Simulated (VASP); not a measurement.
# LiF (I4/mmm) in VASP: further runs, part 2 of 2

VASP 6.6.1. Earlier steps stand in the parts before.

**4. Single point, LDA (strain +0.0200 x Voigt [0, 1, 0, 0, 0, 0])**

The input, INCAR:

```
SYSTEM = LiF
ALGO = Normal ; EDIFF = 1E-6
ENCUT = 520 ; GGA = CA
ISIF = 2 ; ISMEAR = 0
LASPH = .TRUE. ; LCHARG = .FALSE.
LREAL = .FALSE. ; LWAVE = .FALSE.
NBANDS = 12 ; NELM = 60
PREC = Accurate ; SIGMA = 0.05
```

The input, KPOINTS:

```
k-points
0
G
  10 10 10
  0 0 0
```

The input, POSCAR:

```
LiF
1.0
    0.0000000000      2.0542800000      2.0140000000
    2.0140000000      0.0000000000      2.0140000000
    2.0140000000      2.0542800000      0.0000000000
Li F
1 1
Direct
    0.0000000000      0.0000000000      0.0000000000
    0.5000000000      0.5000000000      0.5000000000
```

Potentials or basis: VASP PAW LDA potentials, release 64 (Li_sv, F).

On the command line:

```bash
$ cat potpaw_LDA.64/Li_sv/POTCAR potpaw_LDA.64/F/POTCAR > POTCAR
$ mpirun -np 1 vasp_std > vasp.out
```

OUTCAR:

```text
SYSTEM = LiF
   EDIFF = 1E-6
   ENCUT = 520
   GGA = CA
   ISIF = 2
   ISMEAR = 0
   LASPH = .TRUE.
   LREAL = .FALSE.
   NELM = 60
   PREC = Accurate

 ion  position               nearest neighbor table
   1  0.000  0.000  0.000-   2 2.01   2 2.01   2 2.01   2 2.01   2 2.05   2 2.05
   2  0.500  0.500  0.500-   1 2.01   1 2.01   1 2.01   1 2.01   1 2.05   1 2.05

  LATTYP: Found a body centered tetragonal cell.
 ALAT       =     2.8482261146
 C/A-ratio  =     1.4424978336

  Lattice vectors:

 A1 = (   0.0000000000,  -2.0542800000,   2.0140000000)
 A2 = (   0.0000000000,  -2.0542800000,  -2.0140000000)
 A3 = (   2.0140000000,   2.0542800000,   0.0000000000)

Analysis of symmetry for initial positions (statically):
=====================================================================
 Subroutine PRICEL returns:
 Original cell was already a primitive cell.

 Routine SETGRP: Setting up the symmetry group for a
 body centered tetragonal supercell.

 Subroutine GETGRP returns: Found 16 space group operations
 (whereof 16 operations were pure point group operations)
 out of a pool of 16 trial point group operations.

The static configuration has the point symmetry D_4h.

Analysis of symmetry for dynamics (positions and initial velocities):
[... 169 lines left out ...]
 k-point     1 :       0.0000    0.0000    0.0000
  band No.  band energies     occupation
      1     -41.2104      2.00000
      2     -20.9341      2.00000
      3      -1.4354      2.00000
      4      -1.4354      2.00000
      5      -1.3898      2.00000
      6       7.2364      0.00000
      7      21.4943      0.00000
      8      21.9362      0.00000
      9      21.9362      0.00000
     10      22.1858      0.00000
     11      22.3549      0.00000
     12      22.3549      0.00000
[... 331 lines left out ...]
 k-point    24 :       0.4000    0.3000   -0.0000
  band No.  band energies     occupation
      1     -41.1440      2.00000
      2     -20.3972      2.00000
      3      -3.7462      2.00000
      4      -2.3253      2.00000
      5      -2.1772      2.00000
      6      11.2015      0.00000
      7      14.7385      0.00000
      8      16.5684      0.00000
      9      17.9578      0.00000
     10      19.0446      0.00000
     11      31.8026      0.00000
     12      32.6514      0.00000

 [... further k-points ...]
[... 5 lines left out ...]
  --------------------------------------------------------------------------------------
  -------------------------------------------------------------------------------------
  Total       -0.7695557     -0.8722184     -0.7695557      0.0000000     -0.0000000      0.0000000
  in kB      -73.9847243    -83.8546679    -73.9847243      0.0000000     -0.0000000      0.0000000
  external PRESSURE =     -77.2747055 kB  Pullay stress =       0.0000000 kB

 VOLUME and BASIS-vectors are now :
 -----------------------------------------------------------------------------
  energy-cutoff  :      520.00
  volume of cell :       16.67
      direct lattice vectors                 reciprocal lattice vectors
     0.000000000  2.054280000  2.014000000    -0.248262165  0.243394279  0.248262165
     2.014000000  0.000000000  2.014000000     0.248262165 -0.243394279  0.248262165
     2.014000000  2.054280000  0.000000000     0.248262165  0.243394279 -0.248262165

 POSITION                                       TOTAL-FORCE (eV/Angst)
 -----------------------------------------------------------------------------------
      0.00000      0.00000      0.00000        -0.000000      0.000000      0.000000
      2.01400      2.05428      2.01400         0.000000     -0.000000     -0.000000
 -----------------------------------------------------------------------------------
    total drift:                               -0.000000     -0.000000      0.000000

  FREE ENERGIE OF THE ION-ELECTRON SYSTEM (eV)
  ---------------------------------------------------
  free  energy   TOTEN  =       -10.4572501119 eV

  energy  without entropy=      -10.4572501119  energy(sigma->0) =      -10.45725011
```

stdout:

```text
POSCAR found type information on POSCAR LiF
 POSCAR found :  2 types and       2 ions
 scaLAPACK will be used
 LDA part: xc-table for (Slater(with rela. corr.)+CA(PZ))
 , standard interpolation
 POSCAR, INCAR and KPOINTS ok, starting setup
 FFT: planning ... GRIDC
 FFT: planning ... GRID_SOFT
 FFT: planning ... GRID
 WAVECAR not read
 entering main loop
```

Run time: 8.7 s. Hardware: 1 thread of Intel Xeon Platinum 8488C (Sapphire Rapids), shared host; peak memory 0.13 GiB.

What came out:

```yaml
Free_energy: -10.4573 eV
Band_gap_on_the_k_mesh: 8.63 eV, direct
```

Caveat: the cell differs from its parent crystal (strain +0.0200 x Voigt [0, 1, 0, 0, 0, 0]); the cutoff is under 1.25 times the usual one of these potentials, so pressure, stress and relaxed cells hold a basis-set (Pulay) error.

**5. Single point, LDA (strain +0.0100 x Voigt [0, 1, 0, 0, 0, 0])**

The input, INCAR:

```
PREC = Accurate
ENCUT = 520
EDIFF = 1E-6
ISMEAR = 0
SIGMA = 0.05
LREAL = F
LASPH = T
NELM = 60
ALGO = Normal
ISIF = 2
LWAVE = F
LCHARG = F
GGA = CA
NBANDS = 12
```

The input, KPOINTS:

```
regular mesh
0
Gamma
  10 10 10
```

The input, POSCAR:

```
LiF
1.0
    0.0000000000      2.0341400000      2.0140000000
    2.0140000000      0.0000000000      2.0140000000
    2.0140000000      2.0341400000      0.0000000000
Li F
1 1
Direct
    0.0000000000      0.0000000000      0.0000000000
    0.5000000000      0.5000000000      0.5000000000
```

On the command line:

```bash
$ cat potpaw_LDA.64/Li_sv/POTCAR potpaw_LDA.64/F/POTCAR > POTCAR
$ mpirun -np 1 vasp_std > vasp.out
```

Run time: 8.9 s. Hardware: 1 thread of Intel Xeon Platinum 8488C (Sapphire Rapids), shared host; peak memory 0.13 GiB.

The run converged. Its results:

```
Free energy            : -10.4650 eV
Band gap on the k mesh : 8.73 eV, direct
```

Levels at points of the mesh, in eV from the valence-band top:
```tsv
k point	band 3	band 4	band 5	band 6	band 7	band 8
(0.00, 0.00, 0.00)	-0.02	-0.02	0.00	8.73	23.16	23.39
(0.50, 0.00, 0.00)	-2.56	-0.25	-0.23	10.30	16.24	18.24
(0.50, 0.50, 0.00)	-3.08	-1.07	-1.01	14.37	15.92	17.00
(0.50, 0.00, 0.50)	-3.09	-1.01	-1.01	14.19	16.06	16.99
```

Caveat: the cell differs from its parent crystal (strain +0.0100 x Voigt [0, 1, 0, 0, 0, 0]); the cutoff is under 1.25 times the usual one of these potentials, so pressure, stress and relaxed cells hold a basis-set (Pulay) error. A k mesh can miss the band edges.

**6. Single point, LDA (strain -0.0050 x Voigt [0, 1, 0, 0, 0, 0])**

The input, INCAR:

```
SYSTEM = LiF
PREC     = Accurate       ! precision mode
ENCUT    = 520            ! plane-wave cutoff, eV
EDIFF    = 1E-7           ! SCF threshold, eV
ISMEAR   = 0              ! smearing method
SIGMA    = 0.05           ! smearing width, eV
LREAL    = .FALSE.        ! projectors in reciprocal space
LASPH    = .TRUE.         ! aspherical terms in the spheres
NELM     = 60             ! most SCF steps
ALGO     = Normal         ! electronic algorithm
ISIF     = 2              ! what is computed and relaxed
LWAVE    = .FALSE.        ! write WAVECAR
LCHARG   = .FALSE.        ! write CHGCAR
GGA      = CA             ! functional
NBANDS   = 12             ! bands
```

The input, KPOINTS:

```
regular mesh
0
G
  10 10 10
  0 0 0
```

The input, POSCAR:

```
LiF
1.0
    0.0000000000      2.0039300000      2.0140000000
    2.0140000000      0.0000000000      2.0140000000
    2.0140000000      2.0039300000      0.0000000000
Li F
1 1
Direct
    0.0000000000      0.0000000000      0.0000000000
    0.5000000000      0.5000000000      0.5000000000
```

Potentials or basis: VASP PAW LDA potentials, release 64 (Li_sv, F).

On the command line:

```bash
$ cat potpaw_LDA.64/Li_sv/POTCAR potpaw_LDA.64/F/POTCAR > POTCAR
$ mpirun -np 1 vasp_std > vasp.out
```

Wall time 9.2 s (1 thread of Intel Xeon Platinum 8488C (Sapphire Rapids), shared host); peak memory 0.13 GiB.

Results (log left out):

* Free energy: -10.4749 eV
* Band gap on the k mesh: 8.88 eV, direct

Levels at points of the mesh, in eV from the valence-band top:
| k point | band 1 | band 2 | band 3 | band 4 | band 5 | band 6 | band 7 | band 8 | band 9 | band 10 |
| --- | --- | --- | --- | --- | --- | --- | --- | --- | --- | --- |
| (0.00, 0.00, 0.00) | -39.75 | -19.59 | -0.01 | 0.00 | 0.00 | 8.88 | 23.48 | 23.48 | 23.60 | 23.94 |
| (0.50, 0.00, 0.00) | -39.68 | -19.13 | -2.60 | -0.24 | -0.23 | 10.39 | 16.43 | 18.40 | 18.49 | 29.98 |
| (0.50, 0.50, 0.00) | -39.66 | -18.84 | -3.14 | -1.05 | -1.02 | 14.43 | 16.07 | 17.19 | 19.80 | 19.88 |
| (0.50, 0.00, 0.50) | -39.66 | -18.84 | -3.14 | -1.05 | -1.05 | 14.52 | 16.00 | 17.20 | 19.77 | 19.77 |

Caveat: the cell differs from its parent crystal (strain -0.0050 x Voigt [0, 1, 0, 0, 0, 0]); the cutoff is under 1.25 times the usual one of these potentials, so pressure, stress and relaxed cells hold a basis-set (Pulay) error. A k mesh can miss the band edges.

**7. Single point, LDA (strain +0.0175 x Voigt [0, 1, 0, 0, 0, 0])**

The input, INCAR:

```
ALGO = Normal
EDIFF = 1E-6
ENCUT = 520
GGA = CA
ISIF = 2
ISMEAR = 0
LASPH = T
LCHARG = F
LREAL = F
LWAVE = F
NBANDS = 12
NELM = 60
PREC = Accurate
SIGMA = 0.05
```

The input, KPOINTS:

```
k-points
0
Gamma
  10 10 10
```

The input, POSCAR:

```
LiF
1.0
    0.0000000000      2.0492450000      2.0140000000
    2.0140000000      0.0000000000      2.0140000000
    2.0140000000      2.0492450000      0.0000000000
Li F
1 1
Direct
    0.0000000000      0.0000000000      0.0000000000
    0.5000000000      0.5000000000      0.5000000000
```

On the command line:

```bash
$ cat potpaw_LDA.64/Li_sv/POTCAR potpaw_LDA.64/F/POTCAR > POTCAR
$ mpirun -np 1 vasp_std > vasp.out
```

Wall time 8.2 s (1 thread of Intel Xeon Platinum 8488C (Sapphire Rapids), shared host); peak memory 0.13 GiB.

Results (log left out):

| Property | Result |
| --- | --- |
| Free energy | -10.4592 eV |
| Band gap on the k mesh | 8.65 eV, direct |

Levels at points of the mesh, in eV from the valence-band top:
```tsv
k point	band 3	band 4	band 5	band 6	band 7	band 8
(0.00, 0.00, 0.00)	-0.04	-0.04	0.00	8.65	22.95	23.34
(0.50, 0.00, 0.00)	-2.55	-0.27	-0.23	10.26	16.15	18.11
(0.50, 0.50, 0.00)	-3.06	-1.10	-0.99	14.33	15.85	16.91
(0.50, 0.00, 0.50)	-3.08	-1.00	-1.00	14.03	16.08	16.88
```

Caveat: the cell differs from its parent crystal (strain +0.0175 x Voigt [0, 1, 0, 0, 0, 0]); the cutoff is under 1.25 times the usual one of these potentials, so pressure, stress and relaxed cells hold a basis-set (Pulay) error. A k mesh can miss the band edges.

**8. Summary**

| cell | gap on the mesh (eV) |
| --- | --- |
| a = 2.870, b = 2.848 Å, angles 60.2, 59.5, 60.2°, 2 atoms | 8.68 |
| a = 2.855, b = 2.848 Å, angles 60.1, 59.8, 60.1°, 2 atoms | 8.78 |
| a = 2.877, b = 2.848 Å, angles 60.3, 59.3, 60.3°, 2 atoms | 8.63 |
| a = 2.863, b = 2.848 Å, angles 60.2, 59.7, 60.2°, 2 atoms | 8.73 |
| a = 2.841, b = 2.848 Å, angles 59.9, 60.2, 59.9°, 2 atoms | 8.88 |
| a = 2.873, b = 2.848 Å, angles 60.3, 59.4, 60.3°, 2 atoms | 8.65 |

Alike in all rows: task single point; level LDA; potentials or basis VASP PAW LDA potentials, release 64 (Li_sv, F); no spin polarisation; k mesh 10 × 10 × 10; cutoff (eV) 520; smearing gaussian 0.05 eV.

Caveats: the cutoff is under 1.25 times the usual one of these potentials, so pressure, stress and relaxed cells hold a basis-set (Pulay) error.

Absolute energies hang on the potentials; compare differences alone.
